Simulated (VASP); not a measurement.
Wanted: the native input for a VASP 6.6.1 run.

| Property | Result |
| --- | --- |
| Task | single point |
| Functional | PBE |
| Potentials or basis | VASP PAW PBE potentials, release 64 (Br, Cu, Cl) |
| Cutoff | 520 eV |
| k mesh | 8 × 8 × 8 |
| Occupations | fermi-dirac, width 0.05 eV |
| Spin | no spin polarisation |
| Dipole correction | no |
| Further INCAR settings | ALGO = Fast; EDIFF = 1e-06; NBANDS = 26 |

The structure of Cu2BrCl lies in POSCAR:

```
Cu2BrCl
1.0
    1.8799273574      1.0853765658      6.1270902653
   -1.8799273574      1.0853765658      6.1270902653
    0.0000000000     -2.1707531316      6.1270902653
Br Cu Cl
1 2 1
Direct
    0.0000000000      0.0000000000      0.0000000000
    0.7516030000      0.7516030000      0.7516030000
    0.2483970000      0.2483970000      0.2483970000
    0.5000000000      0.5000000000      0.5000000000
```

These files were run (other wordings do the same):

INCAR

```
PREC = Accurate
ENCUT = 520
EDIFF = 1E-6
ISMEAR = -1
SIGMA = 0.05
LREAL = False
LASPH = True
NELM = 100
ALGO = Fast
ISIF = 2
LWAVE = False
LCHARG = False
GGA = PE
NBANDS = 26
```

KPOINTS

```
regular mesh
0
Gamma
  8 8 8
```

Potentials or basis: VASP PAW PBE potentials, release 64 (Br, Cu, Cl).

Run with:

```sh
$ cat potpaw_PBE.64/Br/POTCAR potpaw_PBE.64/Cu/POTCAR potpaw_PBE.64/Cl/POTCAR > POTCAR
$ mpirun -np 1 vasp_std > vasp.out
```

It gave:

```json
{"Pressure": "-1.0 GPa", "Largest force": "0.078 eV/Å", "Band gap on the k mesh": "0.10 eV"}
```

Caveat: the smearing spreads over this small gap; semilocal functionals underestimate gaps, and a narrow one can read as zero.

It took 8.9 min on 1 thread of Oxide Virtual Turin-like Processor, on a shared host, peak memory 0.36 GiB.
